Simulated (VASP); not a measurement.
# SiC (I-4m2) in VASP: notebook

Runs on SiC. Level: PBE. Tasks: single point.

Everything below comes from runs of VASP 6.6.1. Logs are shortened: lines on timing, memory, paths and dates and some standing lists are left out, and cuts for length are marked.

### Step 1. The cell of the first run

Symmetry: I-4m2, No. 119, tetragonal system. The conventional cell has a = 2.942 Å, b = 2.942 Å, c = 4.599 Å, α = 90.00°, β = 90.00°, γ = 90.00°. Si (site symmetry -4m2) has 4 C at 1.87 Å within 2.5 Å. C (site symmetry -4m2) has 4 Si at 1.87 Å within 2.5 Å.

### Step 2. Single point, PBE (strain -0.050 along x and y, +0.050 along z)

Contents of INCAR:

```
SYSTEM = SiC
  PREC = Accurate
  ENCUT = 520
  EDIFF = 1E-6
  ISMEAR = 0
  SIGMA = 0.05
  LREAL = .False.
  LASPH = .True.
  NELM = 100
  ALGO = Normal
  ISIF = 2
  LWAVE = .False.
  LCHARG = .False.
  GGA = PE
  NBANDS = 11
```

Contents of KPOINTS:

```
Automatic mesh
0
Gamma
  10 10 10
  0 0 0
```

Contents of POSCAR:

```
SiC
1.0
    0.0000000000      2.0803708902      2.2993572998
    2.0803708902      0.0000000000      2.2993572998
    2.0803708902      2.0803708902      0.0000000000
Si C
1 1
Direct
    0.0000000000      0.0000000000      0.0000000000
    0.7500000000      0.7500000000      0.7500000000
```

Potentials or basis: VASP PAW PBE potentials, release 64 (Si, C).

On the command line:

```
cat potpaw_PBE.64/Si/POTCAR potpaw_PBE.64/C/POTCAR > POTCAR
mpirun -np 1 vasp_std > vasp.out
```

OUTCAR:

```text
SYSTEM = SiC
   PREC = Accurate
   ENCUT = 520
   EDIFF = 1E-6
   ISMEAR = 0
   LREAL = .False.
   LASPH = .True.
   NELM = 100
   ISIF = 2
   GGA = PE

 ion  position               nearest neighbor table
   1  0.000  0.000  0.000-   2 1.87   2 1.87   2 1.87   2 1.87
   2  0.750  0.750  0.750-   1 1.87   1 1.87   1 1.87   1 1.87

  LATTYP: Found a body centered tetragonal cell.
 ALAT       =     2.9420887277
 C/A-ratio  =     1.5630781480

  Lattice vectors:

 A1 = (  -2.0803708902,   0.0000000000,   2.2993572998)
 A2 = (   2.0803708902,   0.0000000000,   2.2993572998)
 A3 = (   0.0000000000,   2.0803708902,  -2.2993572998)

Analysis of symmetry for initial positions (statically):
=====================================================================
 Subroutine PRICEL returns:
 Original cell was already a primitive cell.

 Routine SETGRP: Setting up the symmetry group for a
 body centered tetragonal supercell.

 Subroutine GETGRP returns: Found  8 space group operations
 (whereof  8 operations were pure point group operations)
 out of a pool of 16 trial point group operations.

The static configuration has the point symmetry D_2d.

Analysis of symmetry for dynamics (positions and initial velocities):
=====================================================================
 Subroutine PRICEL returns:
 Original cell was already a primitive cell.

 Routine SETGRP: Setting up the symmetry group for a
 body centered tetragonal supercell.

 Subroutine GETGRP returns: Found  8 space group operations
 (whereof  8 operations were pure point group operations)
 out of a pool of 16 trial point group operations.

The dynamic configuration has the point symmetry D_2d.

 Subroutine INISYM returns: Found  8 space group operations
 (whereof  8 operations are pure point group operations),
 and found     1 'primitive' translations

----------------------------------------------------------------------------------------

                                     Primitive cell

  volume of cell :      19.9030

  direct lattice vectors                    reciprocal lattice vectors
     0.000000000  2.080370890  2.299357300    -0.240341759  0.240341759  0.217452068
     2.080370890  0.000000000  2.299357300     0.240341759 -0.240341759  0.217452068
     2.080370890  2.080370890  0.000000000     0.240341759  0.240341759 -0.217452068

  length of vectors
     3.100804256  3.100804256  2.942088728     0.403501827  0.403501827  0.403501827

  position of ions in fractional coordinates (direct lattice)
     0.000000000  0.000000000  0.000000000
     0.750000000  0.750000000  0.750000000

  ion indices of the primitive-cell ions
   primitive index   ion index
                 1           1
                 2           2

----------------------------------------------------------------------------------------

 KPOINTS: Automatic mesh

Automatic generation of k-mesh.
 Grid dimensions read from file:
 generate k-points for:   10   10   10

 Generating k-lattice:

  Cartesian coordinates                     Fractional coordinates (reciprocal lattice)
    -0.024034176  0.024034176  0.021745207     0.100000000  0.000000000  0.000000000
     0.024034176 -0.024034176  0.021745207     0.000000000  0.100000000  0.000000000
     0.024034176  0.024034176 -0.021745207     0.000000000  0.000000000  0.100000000

  Length of vectors
     0.040350183  0.040350183  0.040350183

  Shift w.r.t. Gamma in fractional coordinates (k-lattice)
     0.000000000  0.000000000  0.000000000

 Subroutine IBZKPT returns following result:
 ===========================================

 Found    102 irreducible k-points:

 Following reciprocal coordinates:
            Coordinates               Weight
  0.000000  0.000000  0.000000      1.000000
  0.100000  0.000000  0.000000      8.000000
  0.200000  0.000000  0.000000      8.000000
  0.300000  0.000000  0.000000      8.000000
  0.400000  0.000000  0.000000      8.000000
  0.500000  0.000000  0.000000      4.000000
[... 16 lines left out ...]
  0.300000  0.300000  0.000000      2.000000
  0.400000  0.300000  0.000000      8.000000
 [... further k-points ...]
   k-points           NKPTS =    102   k-points in BZ     NKDIM =    102   number of bands    NBANDS=     11
   number of dos      NEDOS =    301   number of ions     NIONS =      2
   total plane-waves  NPLWV =  13824
   dimension x,y,z NGX =    24 NGY =   24 NGZ =   24
   dimension x,y,z NGXF=    48 NGYF=   48 NGZF=   48
   ions per type =               1   1
   NGX,Y,Z   is equivalent  to a cutoff of  12.87, 12.87, 13.56 a.u.
   NGXF,Y,Z  is equivalent  to a cutoff of  25.73, 25.73, 27.12 a.u.
 SYSTEM =  SiC
   PREC   = accura    normal or accurate (medium, high low for compatibility)
   ISTART =      0    job   : 0-new  1-cont  2-samecut
   ICHARG =      2    charge: 1-file 2-atom 10-const
   ISPIN  =      1    spin polarized calculation?
   LNONCOLLINEAR =      F non collinear calculations
   LSORBIT =      F    spin-orbit coupling
   LASPH  =      T    aspherical Exc in radial PAW
   ENCUT  =  520.0 eV  38.22 Ry    6.18 a.u.   5.77  5.77  5.47*2*pi/ulx,y,z
   NELM   =    100;   NELMIN=  2; NELMDL= -5     # of ELM steps
   EDIFF  = 0.1E-05   stopping-criterion for ELM
   LREAL  =      F    real-space projection
   EDIFFG = 0.1E-04   stopping-criterion for IOM
   NSW    =      0    number of steps for IOM
   IBRION =     -1    ionic relax: 0-MD 1-quasi-New 2-CG
   NFREE  =      0    steps in history (QN), initial steepest desc. (CG)
   ISIF   =      2    stress and relaxation
   ISYM   =      2    0-nonsym 1-usesym 2-fastsym
   POTIM  = 0.5000    time-step for ionic-motion
   TEBEG  =    0.0;   TEEND  =   0.0 temperature during run
   PSTRESS=    0.0 pullay stress
   NELECT =       8.0000    total number of electrons
   NUPDOWN=      -1.0000    fix difference up-down
   EMIN   =  10.00;   EMAX   =-10.00  energy-range for DOS
   EFERMI =   0.00;   METHOD = LEGACY
   ISMEAR =     0;   SIGMA  =   0.05  broadening in eV -4-tet -1-fermi 0-gaus
   EFERMI_NEDOS =   21; number of points for ismear=-14 and -15
   IALGO  =     38    algorithm
   IMIX   =      4    mixing-type and parameters
     AMIX     =   0.40;   BMIX     =  1.00
     AMIX_MAG =   1.60;   BMIX_MAG =  1.00
  volume/ion in A,a.u.               =       9.95        67.16
  Fermi-wavevector in a.u.,A,eV,Ry     =   1.208181  2.283132 19.860457  1.459702
  Thomas-Fermi vector in A             =   2.343797
   LORBIT       =      0    0 simple, 1 ext, 2 COOP (PROOUT), +10 PAW based schemes
   GGA     = PE    functional components
   LHFCALC =     F    Hartree Fock is set to
   AEXX    =    0.0000 exact exchange contribution
   IVDW    =     0    specifies the selected vdW correction
   LEPSILON=     F    determine dielectric tensor
   LRPA    =     F    only Hartree local field effects (RPA)
 non-spin polarized calculation
 Gauss-broadening in eV      SIGMA  =   0.05
  energy-cutoff  :      520.00
  volume of cell :       19.90
 maximum number of plane-waves:       553
   NGX = 11   NGY = 11   NGZ = 11

 number of electron       8.0000000 magnetization

 Free energy of the ion-electron system (eV)
  ---------------------------------------------------
  ext. energy  EPLUGINS =         0.00000000
  ---------------------------------------------------
  free energy    TOTEN  =       -14.89546568 eV

  energy without entropy =      -14.89546568  energy(sigma->0) =      -14.89546568

 E-fermi :   9.1079     XC(G=0): -11.5381

 val. band max:        8.8911689617   @ k =  -0.1000   0.1000   0.0000
 cond. band min:       9.6383983950   @ k =   0.5000   0.0000   0.5000
 fundamental gap:      0.7472294333
 Fermi energy:         9.1078894372

 k-point     1 :       0.0000    0.0000    0.0000
  band No.  band energies     occupation
      1      -7.1477      2.00000
      2       8.0505      2.00000
      3       8.8623      2.00000
      4       8.8623      2.00000
      5      15.1487      0.00000
      6      16.1175      0.00000
      7      16.1175      0.00000
      8      16.2985      0.00000
      9      21.4697      0.00000
     10      23.8062      0.00000
     11      24.9130      0.00000

 k-point     2 :       0.1000    0.0000    0.0000
  band No.  band energies     occupation
      1      -6.9450      2.00000
      2       7.4301      2.00000
      3       8.2850      2.00000
      4       8.7731      2.00000
      5      15.3101      0.00000
      6      16.1212      0.00000
      7      16.3964      0.00000
      8      16.7866      0.00000
      9      20.8541      0.00000
     10      23.6452      0.00000
     11      24.8987      0.00000

 k-point     3 :       0.2000    0.0000    0.0000
  band No.  band energies     occupation
      1      -6.3453      2.00000
      2       5.4064      2.00000
      3       7.7293      2.00000
      4       8.5706      2.00000
      5      14.7076      0.00000
      6      16.5778      0.00000
      7      16.9698      0.00000
      8      17.8035      0.00000
      9      20.9616      0.00000
     10      22.4188      0.00000
     11      24.7966      0.00000

 k-point     4 :       0.3000    0.0000    0.0000
  band No.  band energies     occupation
      1      -5.3837      2.00000
      2       3.0515      2.00000
      3       7.2681      2.00000
      4       8.3687      2.00000
      5      14.0173      0.00000
      6      16.4683      0.00000
      7      17.1722      0.00000
      8      18.7417      0.00000
      9      22.3075      0.00000
     10      22.5881      0.00000
     11      24.7247      0.00000
[... 239 lines left out ...]
 k-point    22 :      -0.2000    0.2000    0.0000
  band No.  band energies     occupation
      1      -4.9454      2.00000
      2       3.4691      2.00000
      3       4.7478      2.00000
      4       8.5663      2.00000
      5      15.6082      0.00000
      6      16.9015      0.00000
      7      17.5273      0.00000
      8      17.5796      0.00000
      9      20.5931      0.00000
     10      24.7465      0.00000
     11      25.9938      0.00000

 k-point    23 :       0.3000    0.3000    0.0000
  band No.  band energies     occupation
      1      -5.0713      2.00000
      2       3.4010      2.00000
      3       6.8102      2.00000
      4       6.8102      2.00000
      5      12.0320      0.00000
      6      15.2236      0.00000
      7      20.2559      0.00000
      8      20.5558      0.00000
      9      20.5558      0.00000
     10      27.1508      0.00000
     11      30.4829      0.00000

 k-point    24 :       0.4000    0.3000    0.0000
  band No.  band energies     occupation
      1      -4.2402      2.00000
      2       2.2700      2.00000
      3       5.7471      2.00000
      4       6.5981      2.00000
      5      11.9607      0.00000
      6      15.4361      0.00000
      7      20.1120      0.00000
      8      21.1694      0.00000
      9      22.2426      0.00000
     10      27.6062      0.00000
     11      29.9625      0.00000

 [... further k-points ...]
[... 5 lines left out ...]
  --------------------------------------------------------------------------------------
  -------------------------------------------------------------------------------------
  Total        2.7985595      2.7985595     -1.1670843      0.0000000     -0.0000000      0.0000000
  in kB      225.2823284    225.2823284    -93.9495712      0.0000000     -0.0000000      0.0000000
  external PRESSURE =     118.8716952 kB  Pullay stress =       0.0000000 kB

 VOLUME and BASIS-vectors are now :
 -----------------------------------------------------------------------------
  energy-cutoff  :      520.00
  volume of cell :       19.90
      direct lattice vectors                 reciprocal lattice vectors
     0.000000000  2.080370890  2.299357300    -0.240341759  0.240341759  0.217452068
     2.080370890  0.000000000  2.299357300     0.240341759 -0.240341759  0.217452068
     2.080370890  2.080370890  0.000000000     0.240341759  0.240341759 -0.217452068

 POSITION                                       TOTAL-FORCE (eV/Angst)
 -----------------------------------------------------------------------------------
      0.00000      0.00000      0.00000         0.000000      0.000000     -0.000000
      3.12056      3.12056      3.44904        -0.000000     -0.000000      0.000000
 -----------------------------------------------------------------------------------
    total drift:                                0.000000      0.000000     -0.000000

  FREE ENERGIE OF THE ION-ELECTRON SYSTEM (eV)
  ---------------------------------------------------
  free  energy   TOTEN  =       -14.8954656787 eV

  energy  without entropy=      -14.8954656787  energy(sigma->0) =      -14.89546568
```

Run time: 11 s. Hardware: 1 thread of Intel Xeon Platinum 8488C (Sapphire Rapids), shared host; peak memory 0.14 GiB.

What came out:

```yaml
Free_energy: -14.8955 eV
Pressure: 11.9 GPa
Band_gap_on_the_k_mesh: 0.75 eV, indirect (least direct gap 4.49 eV)
```

Caveat: the cell differs from its parent crystal (strain -0.050 along x and y, +0.050 along z). A k mesh can miss the band edges.

(Part 1 of 2 ends here.)
